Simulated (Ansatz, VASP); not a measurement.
# Zr: VASP beside Ansatz

```
CELL_PARAMETERS angstrom
-1.34971 1.34971 1.34971
1.34971 -1.34971 1.34971
1.34971 1.34971 -1.34971
ATOMIC_POSITIONS crystal
Zr 0.00000 0.00000 0.00000
```

Change from the starting cell: volume scaled by 0.45, PAW files.

Alike in both runs: task single point; functional PBEsol; k mesh 15 × 15 × 15; occupations fermi-dirac, width 0.08 eV; no spin polarisation.

```csv
,VASP,Ansatz
version,VASP 6.6.1,Ansatz 0.2.0
potentials or method,"VASP PAW PBE potentials, release 64 (Zr_sv)","PAW with Ansatz's default frozen-core files, scalar-relativistic"
plane-wave cutoff (eV),500,420
valence electrons in the cell,12,12
```

|  | VASP | Ansatz | Ansatz less VASP |
| --- | --- | --- | --- |
| pressure (GPa) | 307.8 | 303.1 | -4.72 |

VASP's potentials were made for PBE, not for PBEsol. Both programs put the cell under a high pressure, so it lies far from rest at this level.

Noted on VASP's run: the cell as given lies far from equilibrium.
